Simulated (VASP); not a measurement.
# Ti16Si (a cell with a defect) in VASP: further runs

Runs on Ti16Si (a cell with a defect). Level: PBE. Tasks: single point.

All numbers are computed with VASP 6.6.1; they aren't measurements. Logs are shortened: lines on timing, memory, paths and dates and some standing lists are left out, and cuts for length are marked.

## 1. The cell of the first run

The cell holds a defect, 17 atoms: a = 7.284 Å, b = 7.284 Å, c = 7.284 Å, α = 65.98°, β = 65.98°, γ = 65.98°.

## 2. Single point, PBE

File INCAR:

```
SYSTEM = Ti16Si
PREC = Accurate ; ENCUT = 520
EDIFF = 1E-6 ; ISMEAR = 0
SIGMA = 0.1 ; LREAL = Auto
LASPH = .True. ; NELM = 100
ALGO = Normal ; ISIF = 2
LWAVE = .False. ; LCHARG = .False.
GGA = PE ; NBANDS = 112
```

File KPOINTS:

```
Automatic mesh
0
Gamma
  4 4 4
  0.5 0.5 0.5
```

File POSCAR:

```
Ti16Si
1.0
    2.2897681504     -3.9659947741      5.6643452958
    2.2897681504      3.9659947741      5.6643452958
   -4.5795363009      0.0000000000      5.6643452958
Si Ti
1 16
Direct
    0.4768543451      0.4768543451      0.4768543451
    0.6646659888      0.6646659888      0.6646659887
    0.8330805098      0.8330805098      0.8330805098
    1.0008690620      0.0008690051      0.0008690664
    0.1672326840      0.1672326840      0.1672326840
    0.7511472579      0.4169793945      0.0836572044
    0.9107865008      0.5862911161      0.2492317062
    0.0836571836      0.7511472210      0.4169794521
    0.2492316669      0.9107864972      0.5862911591
    0.4169794152      0.0836572412      0.7511472002
    0.5862911555      0.2492317099      0.9107864578
    0.0836572412      0.4169794152      0.7511472002
    0.2492317099      0.5862911555      0.9107864578
    0.4169793945      0.7511472579      0.0836572044
    0.5862911161      0.9107865008      0.2492317062
    0.7511472210      0.0836571836      0.4169794521
    0.9107864972      0.2492316669      0.5862911591
```

Potentials or basis: VASP PAW PBE potentials, release 64 (Si, Ti_sv).

Command:

```sh
> cat potpaw_PBE.64/Si/POTCAR potpaw_PBE.64/Ti_sv/POTCAR > POTCAR
> mpirun -np 1 vasp_std > vasp.out
```

OUTCAR:

```text
SYSTEM = Ti16Si
   PREC = Accurate
   ENCUT = 520
   EDIFF = 1E-6
   ISMEAR = 0
   LREAL = Auto
   LASPH = .True.
   NELM = 100
   ISIF = 2
   GGA = PE

 ion  position               nearest neighbor table
   1  0.477  0.477  0.477-  10 2.83  12 2.83   8 2.83  16 2.83  14 2.83   6 2.83
   2  0.665  0.665  0.665-   3 2.86
   3  0.833  0.833  0.833-   4 2.85   2 2.86
   4  0.001  0.001  0.001-   5 2.83   3 2.85
   5  0.167  0.167  0.167-   4 2.83
   6  0.751  0.417  0.084-  12 2.64  16 2.64  14 2.65   7 2.80   1 2.83  11 2.86
   7  0.911  0.586  0.249-  15 2.57  17 2.67  13 2.68   6 2.80   8 2.86
   8  0.084  0.751  0.417-  16 2.64  14 2.64  12 2.65   9 2.80   1 2.83   7 2.86
   9  0.249  0.911  0.586-  13 2.57  15 2.67  17 2.68   8 2.80  10 2.86
  10  0.417  0.084  0.751-  14 2.64  12 2.64  16 2.65  11 2.80   1 2.83   9 2.86
  11  0.586  0.249  0.911-  17 2.57  13 2.67  15 2.68  10 2.80   6 2.86
  12  0.084  0.417  0.751-   6 2.64  10 2.64   8 2.65  13 2.80   1 2.83  17 2.86
  13  0.249  0.586  0.911-   9 2.57  11 2.67   7 2.68  12 2.80  14 2.86
  14  0.417  0.751  0.084-  10 2.64   8 2.64   6 2.65  15 2.80   1 2.83  13 2.86
  15  0.586  0.911  0.249-   7 2.57   9 2.67  11 2.68  14 2.80  16 2.86
  16  0.751  0.084  0.417-   8 2.64   6 2.64  10 2.65  17 2.80   1 2.83  15 2.86
  17  0.911  0.249  0.586-  11 2.57   7 2.67   9 2.68  16 2.80  12 2.86

  LATTYP: Found a trigonal (rhomboedric) cell.
 ALAT       =     7.2840208924
 COS(alpha) =     0.4070857267

  Lattice vectors:

 A1 = (   2.2897681504,  -3.9659947741,   5.6643452958)
 A2 = (   2.2897681504,   3.9659947741,   5.6643452958)
 A3 = (  -4.5795363009,   0.0000000000,   5.6643452958)

Analysis of symmetry for initial positions (statically):
=====================================================================
 Subroutine PRICEL returns:
 Original cell was already a primitive cell.

 Routine SETGRP: Setting up the symmetry group for a
 trigonal (rhombohedral) supercell.

 Subroutine GETGRP returns: Found  6 space group operations
 (whereof  6 operations were pure point group operations)
 out of a pool of 12 trial point group operations.

The static configuration has the point symmetry C_3v.

Analysis of symmetry for dynamics (positions and initial velocities):
=====================================================================
 Subroutine PRICEL returns:
 Original cell was already a primitive cell.

 Routine SETGRP: Setting up the symmetry group for a
 trigonal (rhombohedral) supercell.

 Subroutine GETGRP returns: Found  6 space group operations
 (whereof  6 operations were pure point group operations)
 out of a pool of 12 trial point group operations.

The dynamic configuration has the point symmetry C_3v.

 Subroutine INISYM returns: Found  6 space group operations
 (whereof  6 operations are pure point group operations),
 and found     1 'primitive' translations

----------------------------------------------------------------------------------------

                                     Primitive cell

  volume of cell :     308.6346

  direct lattice vectors                    reciprocal lattice vectors
     2.289768150 -3.965994774  5.664345296     0.072787573 -0.126071775  0.058847637
     2.289768150  3.965994774  5.664345296     0.072787573  0.126071775  0.058847637
    -4.579536301  0.000000000  5.664345296    -0.145575146  0.000000000  0.058847637

  length of vectors
     7.284020892  7.284020892  7.284020892     0.157019641  0.157019641  0.157019641

  position of ions in fractional coordinates (direct lattice)
     0.476854345  0.476854345  0.476854345
     0.664665989  0.664665989  0.664665989
     0.833080510  0.833080510  0.833080510
     0.000869062  0.000869005  0.000869066
     0.167232684  0.167232684  0.167232684
     0.751147258  0.416979394  0.083657204
[... 9 lines left out ...]
     0.751147221  0.083657184  0.416979452
     0.910786497  0.249231667  0.586291159

  ion indices of the primitive-cell ions
   primitive index   ion index
                 1           1
                 2           2
                 3           3
                 4           4
                 5           5
                 6           6
[... 9 lines left out ...]
                16          16
                17          17

----------------------------------------------------------------------------------------

 KPOINTS: Automatic mesh

Automatic generation of k-mesh.
 Grid dimensions read from file:
 generate k-points for:    4    4    4

 Generating k-lattice:

  Cartesian coordinates                     Fractional coordinates (reciprocal lattice)
     0.018196893 -0.031517944  0.014711909     0.250000000  0.000000000  0.000000000
     0.018196893  0.031517944  0.014711909     0.000000000  0.250000000  0.000000000
    -0.036393787  0.000000000  0.014711909     0.000000000  0.000000000  0.250000000

  Length of vectors
     0.039254910  0.039254910  0.039254910

  Shift w.r.t. Gamma in fractional coordinates (k-lattice)
     0.500000000  0.500000000  0.500000000

 Subroutine IBZKPT returns following result:
 ===========================================

 Found     10 irreducible k-points:

 Following reciprocal coordinates:
            Coordinates               Weight
  0.125000  0.125000  0.125000      2.000000
  0.375000  0.125000  0.125000      6.000000
 -0.375000  0.125000  0.125000      6.000000
 -0.125000  0.125000  0.125000      6.000000
  0.375000  0.375000  0.125000      6.000000
 -0.375000  0.375000  0.125000     12.000000
 -0.125000  0.375000  0.125000     12.000000
 -0.375000 -0.375000  0.125000      6.000000
  0.375000  0.375000  0.375000      2.000000
 -0.375000  0.375000  0.375000      6.000000
   k-points           NKPTS =     10   k-points in BZ     NKDIM =     10   number of bands    NBANDS=    112
   number of dos      NEDOS =    301   number of ions     NIONS =     17
   total plane-waves  NPLWV = 157464
   dimension x,y,z NGX =    54 NGY =   54 NGZ =   54
   dimension x,y,z NGXF=   108 NGYF=  108 NGZF=  108
   ions per type =               1  16
   NGX,Y,Z   is equivalent  to a cutoff of  12.32, 12.32, 12.32 a.u.
   NGXF,Y,Z  is equivalent  to a cutoff of  24.65, 24.65, 24.65 a.u.
 SYSTEM =  Ti16Si
   PREC   = accura    normal or accurate (medium, high low for compatibility)
   ISTART =      0    job   : 0-new  1-cont  2-samecut
   ICHARG =      2    charge: 1-file 2-atom 10-const
   ISPIN  =      1    spin polarized calculation?
   LNONCOLLINEAR =      F non collinear calculations
   LSORBIT =      F    spin-orbit coupling
   LASPH  =      T    aspherical Exc in radial PAW
   ENCUT  =  520.0 eV  38.22 Ry    6.18 a.u.  13.54 13.54 13.54*2*pi/ulx,y,z
   NELM   =    100;   NELMIN=  2; NELMDL= -5     # of ELM steps
   EDIFF  = 0.1E-05   stopping-criterion for ELM
   LREAL  =      T    real-space projection
   EDIFFG = 0.1E-04   stopping-criterion for IOM
   NSW    =      0    number of steps for IOM
   IBRION =     -1    ionic relax: 0-MD 1-quasi-New 2-CG
   NFREE  =      0    steps in history (QN), initial steepest desc. (CG)
   ISIF   =      2    stress and relaxation
   ISYM   =      2    0-nonsym 1-usesym 2-fastsym
   POTIM  = 0.5000    time-step for ionic-motion
   TEBEG  =    0.0;   TEEND  =   0.0 temperature during run
   PSTRESS=    0.0 pullay stress
   NELECT =     196.0000    total number of electrons
   NUPDOWN=      -1.0000    fix difference up-down
   EMIN   =  10.00;   EMAX   =-10.00  energy-range for DOS
   EFERMI =   0.00;   METHOD = LEGACY
   ISMEAR =     0;   SIGMA  =   0.10  broadening in eV -4-tet -1-fermi 0-gaus
   EFERMI_NEDOS =   21; number of points for ismear=-14 and -15
   IALGO  =     38    algorithm
   IMIX   =      4    mixing-type and parameters
     AMIX     =   0.40;   BMIX     =  1.00
     AMIX_MAG =   1.60;   BMIX_MAG =  1.00
  volume/ion in A,a.u.               =      18.15       122.52
  Fermi-wavevector in a.u.,A,eV,Ry     =   1.407166  2.659158 26.941114  1.980116
  Thomas-Fermi vector in A             =   2.529453
   LORBIT       =      0    0 simple, 1 ext, 2 COOP (PROOUT), +10 PAW based schemes
   GGA     = PE    functional components
   LHFCALC =     F    Hartree Fock is set to
   AEXX    =    0.0000 exact exchange contribution
   IVDW    =     0    specifies the selected vdW correction
   LEPSILON=     F    determine dielectric tensor
   LRPA    =     F    only Hartree local field effects (RPA)
 non-spin polarized calculation
 Gauss-broadening in eV      SIGMA  =   0.10
  energy-cutoff  :      520.00
  volume of cell :      308.63
 maximum number of plane-waves:      8334
 NGX is ok and might be reduce to    54
   NGX = 27   NGY = 27   NGZ = 27

 number of electron     195.9999982 magnetization

 Free energy of the ion-electron system (eV)
  ---------------------------------------------------
  ext. energy  EPLUGINS =         0.00000000
  ---------------------------------------------------
  free energy    TOTEN  =      -128.61833795 eV

  energy without entropy =     -128.50725893  energy(sigma->0) =     -128.56279844

 E-fermi :   7.5751     XC(G=0): -11.1607

 val. band max:        7.5743869882   @ k =  -0.3750   0.3750   0.1250
 cond. band min:       7.5900664539   @ k =  -0.3750  -0.3750   0.1250
 fundamental gap:      0.0156794657
 Fermi energy:         7.5751323354

 k-point     1 :       0.1250    0.1250    0.1250
  band No.  band energies     occupation
      1     -49.2209      2.00000
      2     -49.1614      2.00000
      3     -49.1408      2.00000
      4     -49.1131      2.00000
      5     -49.0337      2.00000
      6     -48.9579      2.00000
[... 102 lines left out ...]
    109       8.3843      0.00000
    110       8.5232      0.00000

 k-point     2 :       0.3750    0.1250    0.1250
  band No.  band energies     occupation
      1     -49.2199      2.00000
      2     -49.1594      2.00000
      3     -49.1418      2.00000
      4     -49.1138      2.00000
      5     -49.0273      2.00000
      6     -48.9878      2.00000
[... 896 lines left out ...]
 k-point    10 :      -0.3750    0.3750    0.3750
  band No.  band energies     occupation
      1     -49.2190      2.00000
      2     -49.1554      2.00000
      3     -49.1450      2.00000
      4     -49.1155      2.00000
      5     -49.0233      2.00000
      6     -48.9878      2.00000
[... 102 lines left out ...]
    109       8.6480      0.00000
    110       8.7132      0.00000
 [bands above 110 left out]

------------------------ aborting loop because EDIFF is reached ----------------------------------------

  FORCE on cell =-STRESS in cart. coord.  units (eV):
  Direction    XX          YY          ZZ          XY          YZ          ZX
  --------------------------------------------------------------------------------------
  -------------------------------------------------------------------------------------
  Total       -6.9008396     -6.9008396     -9.8945554      0.0000000      0.0000000      0.0000000
  in kB      -35.8234905    -35.8234905    -51.3644033      0.0000000      0.0000000      0.0000000
  external PRESSURE =     -41.0037948 kB  Pullay stress =       0.0000000 kB

 VOLUME and BASIS-vectors are now :
 -----------------------------------------------------------------------------
  energy-cutoff  :      520.00
  volume of cell :      308.63
      direct lattice vectors                 reciprocal lattice vectors
     2.289768150 -3.965994774  5.664345296     0.072787573 -0.126071775  0.058847637
     2.289768150  3.965994774  5.664345296     0.072787573  0.126071775  0.058847637
    -4.579536301  0.000000000  5.664345296    -0.145575146  0.000000000  0.058847637

 POSITION                                       TOTAL-FORCE (eV/Angst)
 -----------------------------------------------------------------------------------
     -0.00000      0.00000      8.10320        -0.000000      0.000000      0.804687
      0.00000      0.00000     11.29469         0.000000      0.000000     -0.055136
     -0.00000      0.00000     14.15657         0.000000      0.000000     -0.045888
     -0.00000     -0.00000      0.01477         0.000000      0.000000     -0.017416
     -0.00000      0.00000      2.84179         0.000000      0.000000     -0.041477
      2.29163     -1.32531      7.09054        -0.002203      0.002861     -0.046440
[... 9 lines left out ...]
      0.00194     -2.64726      7.09054        -0.001377      0.003339     -0.046440
     -0.02877     -2.62372      9.89170        -0.030529      0.023335     -0.061022
 -----------------------------------------------------------------------------------
    total drift:                                0.000101      0.000443     -0.116449

  FREE ENERGIE OF THE ION-ELECTRON SYSTEM (eV)
  ---------------------------------------------------
  free  energy   TOTEN  =      -128.6183379474 eV

  energy  without entropy=     -128.5072589347  energy(sigma->0) =     -128.56279844
```

Wall time 19 min (1 thread of Intel Xeon 6975P-C, shared host); peak memory 0.5 GiB.

Results:

```yaml
Free_energy: -128.6183 eV
Pressure: -4.1 GPa
Largest_force: 0.805 eV/Å
Band_gap_on_the_k_mesh: zero (band 98 reaches 7.60 eV, above the bottom of band 99 at 7.57 eV)
```

Forces on the atoms (eV/Å):
```
Si   0.000  0.000  0.805
Ti   0.000  0.000 -0.055
Ti   0.000  0.000 -0.046
Ti   0.000  0.000 -0.017
Ti   0.000  0.000 -0.041
Ti  -0.002  0.003 -0.046
Ti  -0.005  0.038 -0.061
Ti  -0.001 -0.003 -0.046
Ti  -0.031 -0.023 -0.061
Ti   0.004  0.000 -0.046
Ti   0.035 -0.015 -0.061
Ti   0.004  0.000 -0.046
Ti   0.035  0.015 -0.061
Ti  -0.002 -0.003 -0.046
Ti  -0.005 -0.038 -0.061
Ti  -0.001  0.003 -0.046
Ti  -0.031  0.023 -0.061
```

Levels at points of the mesh, in eV from the Fermi level:
| k point | band 94 | band 95 | band 96 | band 97 | band 98 | band 99 | band 100 | band 101 | band 102 | band 103 |
| --- | --- | --- | --- | --- | --- | --- | --- | --- | --- | --- |
| (0.12, 0.12, 0.12) | -0.19 | -0.11 | -0.11 | 0.02 | 0.02 | 0.17 | 0.19 | 0.19 | 0.39 | 0.39 |

## 3. Single point, PBE

File INCAR:

```
SYSTEM = Ti16Si
PREC     = Accurate       ! precision mode
ENCUT    = 520            ! plane-wave cutoff, eV
EDIFF    = 1E-7           ! SCF threshold, eV
ISMEAR   = 0              ! smearing method
SIGMA    = 0.1            ! smearing width, eV
LREAL    = Auto         
LASPH    = .TRUE.         ! aspherical terms in the spheres
NELM     = 100            ! most SCF steps
ALGO     = Normal         ! electronic algorithm
ISIF     = 2              ! what is computed and relaxed
LWAVE    = .FALSE.        ! write WAVECAR
LCHARG   = .FALSE.        ! write CHGCAR
GGA      = PE             ! functional
NBANDS   = 112            ! bands
```

KPOINTS is that of step 2.

File POSCAR:

```
Ti16Si
1.0
    2.2897681504     -3.9659947741      5.6643452958
    2.2897681504      3.9659947741      5.6643452958
   -4.5795363009      0.0000000000      5.6643452958
Si Ti
1 16
Direct
    0.5067786626      0.5067786626      0.5067786626
    0.6673581504      0.6673581504      0.6673581504
    0.8323945229      0.8323945229      0.8323945229
    1.0007380672      0.0007380102      0.0007380715
    0.1662110301      0.1662110301      0.1662110301
    0.7513307494      0.4165748872      0.0839567817
    0.9075767401      0.5854318376      0.2517220989
    0.0839567423      0.7513307936      0.4165748824
    0.2517220939      0.9075767150      0.5854318676
    0.4165749266      0.0839567375      0.7513307542
    0.5854318425      0.2517221239      0.9075767100
    0.0839567375      0.4165749266      0.7513307542
    0.2517221239      0.5854318425      0.9075767100
    0.4165748872      0.7513307494      0.0839567817
    0.5854318376      0.9075767401      0.2517220989
    0.7513307936      0.0839567423      0.4165748824
    0.9075767150      0.2517220939      0.5854318676
```

Potentials or basis: VASP PAW PBE potentials, release 64 (Si, Ti_sv).

Command:

```sh
> cat potpaw_PBE.64/Si/POTCAR potpaw_PBE.64/Ti_sv/POTCAR > POTCAR
> mpirun -np 1 vasp_std > vasp.out
```

It took 20 min on 1 thread of Intel Xeon 6975P-C, shared host; peak memory 0.51 GiB.

The run converged. Its results:

- Free energy: -128.9046 eV
- Pressure: -4.0 GPa
- Largest force: 0.020 eV/Å
- Band gap on the k mesh: zero (band 98 reaches 7.63 eV, above the bottom of band 99 at 7.60 eV)

Forces on the atoms (eV/Å):
```
Si   0.000  0.000 -0.002
Ti   0.000  0.000  0.012
Ti   0.000  0.000 -0.002
Ti   0.000  0.000  0.001
Ti   0.000  0.000  0.001
Ti   0.015  0.002 -0.013
Ti   0.005 -0.003  0.011
Ti  -0.009  0.012 -0.013
Ti   0.000  0.006  0.011
Ti  -0.006 -0.014 -0.013
Ti  -0.005 -0.003  0.011
Ti  -0.006  0.014 -0.013
Ti  -0.005  0.003  0.011
Ti   0.015 -0.002 -0.013
Ti   0.005  0.003  0.011
Ti  -0.009 -0.012 -0.013
Ti   0.000 -0.006  0.011
```

Stress tensor (GPa, compression positive):
```
-3.62  0.00  0.00
 0.00 -3.62  0.00
 0.00  0.00 -4.78
```

Levels at points of the mesh, in eV from the Fermi level:
```csv
k point,band 95,band 96,band 97,band 98,band 99,band 100,band 101,band 102
"(0.12, 0.12, 0.12)",-0.15,-0.15,-0.02,-0.02,0.14,0.15,0.15,0.39
```
